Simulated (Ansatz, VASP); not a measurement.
ZnSe: VASP beside Ansatz

```
Zn Se
1.0
     0.00000    2.88907    2.88907
     2.88907    0.00000    2.88907
     2.88907    2.88907    0.00000
Zn Se
1 1
Direct
  0.00000 0.00000 0.00000
  0.25000 0.25000 0.25000
```

Change from the starting cell: hydrostatic strain +2.0%.

Alike in both runs: task single point; functional HSE06; k mesh 6 × 6 × 6; no spin polarisation.

|  | VASP | Ansatz |
| --- | --- | --- |
| version | VASP 6.6.1 | Ansatz 0.2.0 |
| potentials or method | VASP PAW PBE potentials, release 64 (Zn, Se) | plane waves, PAW |
| plane-wave cutoff (eV) | 520 | 420 |
| occupations | gaussian, width 0.01 eV | fixed |
| valence electrons in the cell | 18 | 28 |

|  | VASP | Ansatz | Ansatz less VASP |
| --- | --- | --- | --- |
| gap on the k mesh at the Fermi level (eV) | 2.15 | 2.16 | +0.012 |
| pressure (GPa) | -2.3 | -2.3 | +0.03 |

VASP's potentials hold 18 valence electrons a cell and Ansatz's 28, so a difference there can come from the potentials and not from the codes. Ansatz's warnings: stress exchange threshold loose, stress scf threshold loose.
